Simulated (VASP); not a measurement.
# ZrN (Fm-3m) in VASP: notebook

Aim: see how the results for ZrN move with the level of theory and the settings. Levels: PBE+D4, PBE+D3(BJ), PBEsol. Tasks: single point, relaxation of cell and atoms.

All numbers are computed with VASP 6.6.1; they aren't measurements. Logs are shortened: lines on timing, memory, paths and dates and some standing lists are left out, and cuts for length are marked.

### 1 The cell of the first run

It takes space group Fm-3m (No. 225, cubic). Conventional cell: a = 4.568 Å, b = 4.568 Å, c = 4.568 Å, α = 90.00°, β = 90.00°, γ = 90.00°. Zr (site symmetry m-3m) has 6 N at 2.28 Å within 3.0 Å. Within 3.0 Å of N (site symmetry m-3m) lie 6 Zr at 2.28 Å.

### 2 Single point, PBE+D4

INCAR reads:

```
ALGO     = Normal         # electronic algorithm
EDIFF    = 1E-6           # SCF threshold, eV
ENCUT    = 600            # plane-wave cutoff, eV
GGA      = PE             # functional
GGA_COMPAT= F            
ISIF     = 2              # what is computed and relaxed
ISMEAR   = -1             # smearing method
IVDW     = 13             # dispersion correction
LASPH    = T              # aspherical terms in the spheres
LCHARG   = F              # write CHGCAR
LREAL    = F              # projectors in reciprocal space
LWAVE    = F              # write WAVECAR
NBANDS   = 16             # bands
NELM     = 120            # most SCF steps
PREC     = Accurate       # precision mode
SIGMA    = 0.15           # smearing width, eV
```

KPOINTS reads:

```
k-points
0
Gamma
  11 11 11
```

POSCAR reads:

```
ZrN
1.0
    0.0000000000      2.2841592805      2.2841592805
    2.2841592805      0.0000000000      2.2841592805
    2.2841592805      2.2841592805      0.0000000000
Zr N
1 1
Direct
    0.5000000000      0.5000000000      0.5000000000
    0.0000000000      0.0000000000      0.0000000000
```

Potentials or basis: VASP PAW PBE potentials, release 64 (Zr_sv, N).

Command:

```
$ cat potpaw_PBE.64/Zr_sv/POTCAR potpaw_PBE.64/N/POTCAR > POTCAR
$ mpirun -np 1 vasp_std > vasp.out
```

OUTCAR:

```text
EDIFF = 1E-6
   ENCUT = 600
   GGA = PE
   ISIF = 2
   ISMEAR = -1
   IVDW = 13
   LASPH = T
   LREAL = F
   NELM = 120
   PREC = Accurate

 ion  position               nearest neighbor table
   1  0.500  0.500  0.500-   2 2.28   2 2.28   2 2.28   2 2.28   2 2.28   2 2.28
   2  0.000  0.000  0.000-   1 2.28   1 2.28   1 2.28   1 2.28   1 2.28   1 2.28

  LATTYP: Found a face centered cubic cell.
 ALAT       =     4.5683185610

  Lattice vectors:

 A1 = (   0.0000000000,   2.2841592805,   2.2841592805)
 A2 = (   2.2841592805,   0.0000000000,   2.2841592805)
 A3 = (   2.2841592805,   2.2841592805,   0.0000000000)

Analysis of symmetry for initial positions (statically):
=====================================================================
 Subroutine PRICEL returns:
 Original cell was already a primitive cell.

 Routine SETGRP: Setting up the symmetry group for a
 face centered cubic supercell.

 Subroutine GETGRP returns: Found 48 space group operations
 (whereof 48 operations were pure point group operations)
 out of a pool of 48 trial point group operations.

The static configuration has the point symmetry O_h .

Analysis of symmetry for dynamics (positions and initial velocities):
=====================================================================
 Subroutine PRICEL returns:
 Original cell was already a primitive cell.

 Routine SETGRP: Setting up the symmetry group for a
 face centered cubic supercell.

 Subroutine GETGRP returns: Found 48 space group operations
 (whereof 48 operations were pure point group operations)
 out of a pool of 48 trial point group operations.

The dynamic configuration has the point symmetry O_h .

 Subroutine INISYM returns: Found 48 space group operations
 (whereof 48 operations are pure point group operations),
 and found     1 'primitive' translations

----------------------------------------------------------------------------------------

                                     Primitive cell

  volume of cell :      23.8347

  direct lattice vectors                    reciprocal lattice vectors
     0.000000000  2.284159280  2.284159280    -0.218898920  0.218898920  0.218898920
     2.284159280  0.000000000  2.284159280     0.218898920 -0.218898920  0.218898920
     2.284159280  2.284159280  0.000000000     0.218898920  0.218898920 -0.218898920

  length of vectors
     3.230289033  3.230289033  3.230289033     0.379144051  0.379144051  0.379144051

  position of ions in fractional coordinates (direct lattice)
     0.500000000  0.500000000  0.500000000
     0.000000000  0.000000000  0.000000000

  ion indices of the primitive-cell ions
   primitive index   ion index
                 1           1
                 2           2

----------------------------------------------------------------------------------------

 KPOINTS: k-points

Automatic generation of k-mesh.
 Grid dimensions read from file:
 generate k-points for:   11   11   11

 Generating k-lattice:

  Cartesian coordinates                     Fractional coordinates (reciprocal lattice)
    -0.019899902  0.019899902  0.019899902     0.090909091  0.000000000  0.000000000
     0.019899902 -0.019899902  0.019899902     0.000000000  0.090909091  0.000000000
     0.019899902  0.019899902 -0.019899902     0.000000000  0.000000000  0.090909091

  Length of vectors
     0.034467641  0.034467641  0.034467641

  Shift w.r.t. Gamma in fractional coordinates (k-lattice)
     0.000000000  0.000000000  0.000000000

 Subroutine IBZKPT returns following result:
 ===========================================

 Found     56 irreducible k-points:

 Following reciprocal coordinates:
            Coordinates               Weight
  0.000000  0.000000  0.000000      1.000000
  0.090909  0.000000  0.000000      8.000000
  0.181818  0.000000  0.000000      8.000000
  0.272727  0.000000  0.000000      8.000000
  0.363636  0.000000  0.000000      8.000000
  0.454545  0.000000  0.000000      8.000000
[... 16 lines left out ...]
 -0.272727  0.181818  0.000000     24.000000
 -0.181818  0.181818  0.000000     12.000000
 [... further k-points ...]
   k-points           NKPTS =     56   k-points in BZ     NKDIM =     56   number of bands    NBANDS=     16
   number of dos      NEDOS =    301   number of ions     NIONS =      2
   total plane-waves  NPLWV =  21952
   dimension x,y,z NGX =    28 NGY =   28 NGZ =   28
   dimension x,y,z NGXF=    56 NGYF=   56 NGZF=   56
   ions per type =               1   1
   NGX,Y,Z   is equivalent  to a cutoff of  14.41, 14.41, 14.41 a.u.
   NGXF,Y,Z  is equivalent  to a cutoff of  28.82, 28.82, 28.82 a.u.
 SYSTEM =  unknown system
   PREC   = accura    normal or accurate (medium, high low for compatibility)
   ISTART =      0    job   : 0-new  1-cont  2-samecut
   ICHARG =      2    charge: 1-file 2-atom 10-const
   ISPIN  =      1    spin polarized calculation?
   LNONCOLLINEAR =      F non collinear calculations
   LSORBIT =      F    spin-orbit coupling
   LASPH  =      T    aspherical Exc in radial PAW
   ENCUT  =  600.0 eV  44.10 Ry    6.64 a.u.   6.45  6.45  6.45*2*pi/ulx,y,z
   NELM   =    120;   NELMIN=  2; NELMDL= -5     # of ELM steps
   EDIFF  = 0.1E-05   stopping-criterion for ELM
   LREAL  =      F    real-space projection
   EDIFFG = 0.1E-04   stopping-criterion for IOM
   NSW    =      0    number of steps for IOM
   IBRION =     -1    ionic relax: 0-MD 1-quasi-New 2-CG
   NFREE  =      0    steps in history (QN), initial steepest desc. (CG)
   ISIF   =      2    stress and relaxation
   ISYM   =      2    0-nonsym 1-usesym 2-fastsym
   POTIM  = 0.5000    time-step for ionic-motion
   TEBEG  =    0.0;   TEEND  =   0.0 temperature during run
   PSTRESS=    0.0 pullay stress
   NELECT =      17.0000    total number of electrons
   NUPDOWN=      -1.0000    fix difference up-down
   EMIN   =  10.00;   EMAX   =-10.00  energy-range for DOS
   EFERMI =   0.00;   METHOD = LEGACY
   ISMEAR =    -1;   SIGMA  =   0.15  broadening in eV -4-tet -1-fermi 0-gaus
   EFERMI_NEDOS =   21; number of points for ismear=-14 and -15
   IALGO  =     38    algorithm
   IMIX   =      4    mixing-type and parameters
     AMIX     =   0.40;   BMIX     =  1.00
     AMIX_MAG =   1.60;   BMIX_MAG =  1.00
  volume/ion in A,a.u.               =      11.92        80.42
  Fermi-wavevector in a.u.,A,eV,Ry     =   1.462698  2.764099 29.109478  2.139486
  Thomas-Fermi vector in A             =   2.578881
   LORBIT       =      0    0 simple, 1 ext, 2 COOP (PROOUT), +10 PAW based schemes
   GGA     = PE    functional components
   LHFCALC =     F    Hartree Fock is set to
   AEXX    =    0.0000 exact exchange contribution
   IVDW    =    13    specifies the selected vdW correction
   LEPSILON=     F    determine dielectric tensor
   LRPA    =     F    only Hartree local field effects (RPA)
 non-spin polarized calculation
  energy-cutoff  :      600.00
  volume of cell :       23.83
 maximum number of plane-waves:       821
 NGX is ok and might be reduce to    28
   NGX = 13   NGY = 13   NGZ = 13

 number of electron      17.0000000 magnetization

 Free energy of the ion-electron system (eV)
  ---------------------------------------------------
  ext. energy  EPLUGINS =         0.00000000
  ---------------------------------------------------
  free energy    TOTEN  =       -20.38713799 eV

  energy without entropy =      -20.33548908  energy(sigma->0) =      -20.36131353

 E-fermi :  12.0958     XC(G=0): -12.5610

 val. band max:       12.0880674595   @ k =   0.4545   0.1818   0.0000
 cond. band min:      12.1990834732   @ k =  -0.4545   0.2727   0.0909
 fundamental gap:      0.1110160137
 Fermi energy:        12.0957564603

 k-point     1 :       0.0000    0.0000    0.0000
  band No.  band energies     occupation
      1     -37.4499      2.00000
      2     -15.0601      2.00000
      3     -15.0601      2.00000
      4     -15.0601      2.00000
      5      -4.2103      2.00000
      6       9.4378      2.00000
[... 8 lines left out ...]
     15      21.3036      0.00000
     16      34.8048      0.00000

 k-point     2 :       0.0909    0.0000    0.0000
  band No.  band energies     occupation
      1     -37.4383      2.00000
      2     -15.1673      2.00000
      3     -15.0680      2.00000
      4     -15.0680      2.00000
      5      -4.0392      2.00000
      6       8.7620      2.00000
[... 8 lines left out ...]
     15      21.8657      0.00000
     16      33.0336      0.00000

 k-point     3 :       0.1818    0.0000    0.0000
  band No.  band energies     occupation
      1     -37.4070      2.00000
      2     -15.4430      2.00000
      3     -15.0889      2.00000
      4     -15.0889      2.00000
      5      -3.5814      2.00000
      6       7.4532      2.00000
[... 8 lines left out ...]
     15      23.2540      0.00000
     16      30.7077      0.00000

 k-point     4 :       0.2727    0.0000    0.0000
  band No.  band energies     occupation
      1     -37.3656      2.00000
      2     -15.7824      2.00000
      3     -15.1160      2.00000
      4     -15.1160      2.00000
      5      -2.9729      2.00000
      6       6.1393      2.00000
[... 8 lines left out ...]
     15      24.4634      0.00000
     16      28.6862      0.00000

 k-point     5 :       0.3636    0.0000    0.0000
  band No.  band energies     occupation
      1     -37.3273      2.00000
      2     -16.0761      2.00000
      3     -15.1406      2.00000
      4     -15.1406      2.00000
      5      -2.3856      2.00000
      6       5.0839      2.00000
[... 8 lines left out ...]
     15      24.7552      0.00000
     16      26.2815      0.00000

 k-point     6 :       0.4545    0.0000    0.0000
  band No.  band energies     occupation
      1     -37.3043      2.00000
      2     -16.2436      2.00000
      3     -15.1551      2.00000
      4     -15.1551      2.00000
      5      -2.0109      2.00000
      6       4.4785      2.00000
[... 8 lines left out ...]
     15      24.7031      0.00000
     16      24.7031      0.00000
[... 267 lines left out ...]
 k-point    21 :      -0.4545    0.1818    0.0000
  band No.  band energies     occupation
      1     -37.2836      2.00000
      2     -16.1214      2.00000
      3     -15.3807      2.00000
      4     -15.2245      2.00000
      5      -2.4296      2.00000
      6       5.1949      2.00000
[... 8 lines left out ...]
     15      23.9743      0.00000
     16      25.3797      0.00000

 k-point    22 :      -0.3636    0.1818    0.0000
  band No.  band energies     occupation
      1     -37.2911      2.00000
      2     -16.0750      2.00000
      3     -15.4102      2.00000
      4     -15.1831      2.00000
      5      -2.4107      2.00000
      6       5.1241      2.00000
[... 8 lines left out ...]
     15      24.2935      0.00000
     16      24.8096      0.00000

 k-point    23 :      -0.2727    0.1818    0.0000
  band No.  band energies     occupation
      1     -37.3167      2.00000
      2     -15.9299      2.00000
      3     -15.3869      2.00000
      4     -15.1353      2.00000
      5      -2.5953      2.00000
      6       5.3872      2.00000
[... 8 lines left out ...]
     15      24.7786      0.00000
     16      25.1643      0.00000

 k-point    24 :      -0.1818    0.1818    0.0000
  band No.  band energies     occupation
      1     -37.3519      2.00000
      2     -15.7435      2.00000
      3     -15.3002      2.00000
      4     -15.0964      2.00000
      5      -2.9341      2.00000
      6       5.9619      2.00000
[... 8 lines left out ...]
     15      24.9615      0.00000
     16      26.1695      0.00000

 [... further k-points ...]

------------------------ aborting loop because EDIFF is reached ----------------------------------------

  DFT-D4 for vdW energy calculation

  Edisp (eV):   -0.57158

  FORCE on cell =-STRESS in cart. coord.  units (eV):
  Direction    XX          YY          ZZ          XY          YZ          ZX
  --------------------------------------------------------------------------------------
  -------------------------------------------------------------------------------------
  Total       0.02022     0.02022     0.02022     0.00000    -0.00000     0.00000
  in kB       1.35936     1.35936     1.35936     0.00000    -0.00000     0.00000
  external pressure =        1.36 kB  Pullay stress =        0.00 kB

 VOLUME and BASIS-vectors are now :
 -----------------------------------------------------------------------------
  energy-cutoff  :      600.00
  volume of cell :       23.83
      direct lattice vectors                 reciprocal lattice vectors
     0.000000000  2.284159280  2.284159280    -0.218898920  0.218898920  0.218898920
     2.284159280  0.000000000  2.284159280     0.218898920 -0.218898920  0.218898920
     2.284159280  2.284159280  0.000000000     0.218898920  0.218898920 -0.218898920

 POSITION                                       TOTAL-FORCE (eV/Angst)
 -----------------------------------------------------------------------------------
      2.28416      2.28416      2.28416        -0.000000     -0.000000     -0.000000
      0.00000      0.00000      0.00000         0.000000      0.000000      0.000000
 -----------------------------------------------------------------------------------
    total drift:                                0.000000      0.000000      0.000000

  FREE ENERGIE OF THE ION-ELECTRON SYSTEM (eV)
  ---------------------------------------------------
  free  energy   TOTEN  =       -20.9587220942 eV

  energy  without entropy=      -20.9070731872  energy(sigma->0) =      -20.93289764
```

Run time: 28 s. Hardware: 1 thread of AMD EPYC 7R13, shared host; peak memory 0.14 GiB.

What came out:

```yaml
Free_energy: -20.9587 eV
Pressure: 0.1 GPa
Band_gap_on_the_k_mesh: zero (an odd number of electrons rules out a gap without spin polarisation)
Dispersion_energy_per_atom: -0.286 eV
```

### 3 Relaxation of cell and atoms, PBE+D3(BJ)

This run uses another cell than the first one, of 12.17 Å³/atom.

INCAR reads:

```
PREC = Accurate
ENCUT = 600
EDIFF = 1E-7
ISMEAR = -1
SIGMA = 0.15
LREAL = False
LASPH = True
NELM = 120
ALGO = Normal
ISIF = 3
LWAVE = False
LCHARG = False
GGA = PE
IVDW = 12
IBRION = 2
NSW = 80
EDIFFG = -0.02
GGA_COMPAT = False
NELMIN = 4
```

KPOINTS reads:

```
regular mesh
0
Gamma
  11 11 11
```

POSCAR reads:

```
ZrN
1.0
    0.0000000000      2.3000000000      2.3000000000
    2.3000000000      0.0000000000      2.3000000000
    2.3000000000      2.3000000000      0.0000000000
Zr N
1 1
Direct
    0.5000000000      0.5000000000      0.5000000000
    0.0000000000      0.0000000000      0.0000000000
```

Potentials or basis: VASP PAW PBE potentials, release 64 (Zr_sv, N).

Command:

```
$ cat potpaw_PBE.64/Zr_sv/POTCAR potpaw_PBE.64/N/POTCAR > POTCAR
$ mpirun -np 1 vasp_std > vasp.out
```

OUTCAR:

```text
PREC = Accurate
   ENCUT = 600
   EDIFF = 1E-7
   ISMEAR = -1
   LREAL = False
   LASPH = True
   NELM = 120
   ISIF = 3
   GGA = PE
   IVDW = 12
   IBRION = 2
   NSW = 80
   EDIFFG = -0.02
   NELMIN = 4
 IVDW          = 12

 ion  position               nearest neighbor table
   1  0.500  0.500  0.500-   2 2.30   2 2.30   2 2.30   2 2.30   2 2.30   2 2.30
   2  0.000  0.000  0.000-   1 2.30   1 2.30   1 2.30   1 2.30   1 2.30   1 2.30

  LATTYP: Found a face centered cubic cell.
 ALAT       =     4.6000000000

  Lattice vectors:

 A1 = (   0.0000000000,   2.3000000000,   2.3000000000)
 A2 = (   2.3000000000,   0.0000000000,   2.3000000000)
 A3 = (   2.3000000000,   2.3000000000,   0.0000000000)

Analysis of symmetry for initial positions (statically):
=====================================================================
 Subroutine PRICEL returns:
 Original cell was already a primitive cell.

 Routine SETGRP: Setting up the symmetry group for a
 face centered cubic supercell.

[... 255 lines left out ...]
  energy without entropy =      -20.33301174  energy(sigma->0) =      -20.35872164

 E-fermi :  12.1529     XC(G=0): -12.5840

 val. band max:       12.1451819743   @ k =   0.4545   0.1818   0.0000
 cond. band min:      12.2567866213   @ k =  -0.4545   0.2727   0.0909
 fundamental gap:      0.1116046470
 Fermi energy:        12.1528655467

 k-point     1 :       0.0000    0.0000    0.0000
  band No.  band energies     occupation
      1     -37.3813      2.00000
      2     -14.9870      2.00000
      3     -14.9870      2.00000
      4     -14.9870      2.00000
      5      -4.1720      2.00000
      6       9.4886      2.00000
      7       9.4886      2.00000
      8       9.4886      2.00000
      9      11.7623      1.86218
     10      11.7623      1.86218
     11      11.7623      1.86218
     12      13.7864      0.00004
[... 331 lines left out ...]
 k-point    24 :      -0.1818    0.1818    0.0000
  band No.  band energies     occupation
      1     -37.2814      2.00000
      2     -15.6814      2.00000
      3     -15.2307      2.00000
      4     -15.0235      2.00000
      5      -2.8838      2.00000
      6       6.0013      2.00000
      7       7.0197      2.00000
      8       7.8790      2.00000
      9      12.9846      0.00779
     10      13.0146      0.00638
     11      14.8567      0.00000
     12      15.3918      0.00000

 [... further k-points ...]

------------------------ aborting loop because EDIFF is reached ----------------------------------------

 Edisp (eV)   -0.86567

 E8    (eV) :    -0.3946
[... 25 lines left out ...]
  FREE ENERGIE OF THE ION-ELECTRON SYSTEM (eV)
  ---------------------------------------------------
  free  energy   TOTEN  =       -21.2501061762 eV

  energy  without entropy=      -21.1986863637  energy(sigma->0) =      -21.22439627

 reached required accuracy - stopping structural energy minimisation
```

Run time: 59 s. Hardware: 1 thread of AMD EPYC 7R13, shared host; peak memory 0.16 GiB.

Results:

```yaml
Free_energy: -21.2501 eV
Relaxed_volume: 11.87 Å³/atom
Relaxed_cell: a = 3.226 Å, b = 3.226 Å, c = 3.226 Å, α = 60.00°, β = 60.00°, γ = 60.00°
Space_group_after_relaxing_to_0.1_Å: Fm-3m (No. 225)
Energy_gained_by_relaxing: 6.1 meV/atom
Ionic_steps: 3
Pressure_after_relaxing: -0.1 GPa
Band_gap_on_the_k_mesh: zero (an odd number of electrons rules out a gap without spin polarisation)
Dispersion_energy_per_atom: -0.433 eV
```

Step by step:
| step | energy change (eV) | largest force (eV/Å) | pressure (GPa) | volume (Å³) |
| --- | --- | --- | --- | --- |
| 1 | 0.0000 | 0.0000 | -6.30 | 24.33 |
| 2 | 0.0276 | 0.0000 | 12.87 | 22.69 |
| 3 | -0.0123 | 0.0000 | -0.09 | 23.73 |

Final structure:
```yaml
crystal:
  lattice:
    - [0.00000, 2.28084, 2.28084]
    - [2.28084, 0.00000, 2.28084]
    - [2.28084, 2.28084, 0.00000]
  atoms:
    - { symbol: Zr, position: [0.50000, 0.50000, 0.50000] }
    - { symbol: N, position: [0.00000, 0.00000, 0.00000] }
```

Levels at points of the mesh, in eV from the Fermi level:
| k point | band 7 | band 8 | band 9 | band 10 | band 11 | band 12 |
| --- | --- | --- | --- | --- | --- | --- |
| (0.00, 0.00, 0.00) | -2.66 | -2.66 | -0.39 | -0.39 | -0.39 | 1.63 |

[end of part 1 of 2]

The gap in the log of VASP goes by the Fermi energy; the results here count the filled bands.